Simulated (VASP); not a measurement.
CdS (zincblende type), 2 atoms in the cell. Symmetry: F-43m, No. 216, cubic system. Conventional cell: a = 5.926 Å, b = 5.926 Å, c = 5.926 Å, α = 90.00°, β = 90.00°, γ = 90.00°. Cd (site symmetry -43m) has 4 S at 2.57 Å within 3.4 Å. S (site symmetry -43m) has 4 Cd at 2.57 Å within 3.4 Å. 

- Program: VASP 6.6.1
- Task: density of states
- Functional: PBE
- Potentials or basis: VASP PAW PBE potentials, release 64 (Cd, S)
- Cutoff: 520 eV
- k mesh: 13 × 13 × 13
- Occupations: fermi-dirac, width 0.05 eV
- Spin: no spin polarisation
- Dipole correction: no
- k mesh for the DOS: 20 × 20 × 20
- Occupations for the DOS: tetrahedron
- Further INCAR settings: ALGO = Normal; EDIFF = 1e-07; NBANDS = 16

Potentials or basis: VASP PAW PBE potentials, release 64 (Cd, S).

The run is started by

```console
$ cat potpaw_PBE.64/Cd/POTCAR potpaw_PBE.64/S/POTCAR > POTCAR
$ cp INCAR.step1 INCAR
$ cp KPOINTS.step1 KPOINTS
$ mpirun -np 1 vasp_std > vasp.out
$ cp INCAR.step2 INCAR
$ cp KPOINTS.step2 KPOINTS
$ mpirun -np 1 vasp_std > vasp.out
```

Hardware: 1 thread of Intel(R) Xeon(R) 6975P-C (Granite Rapids), with other jobs on the host.

Task: How long does it take, and how much memory?

Result: Wall time 70 s on 1 thread of Intel(R) Xeon(R) 6975P-C (Granite Rapids), on a shared host, peak memory 0.33 GiB. Counts: k points 256.
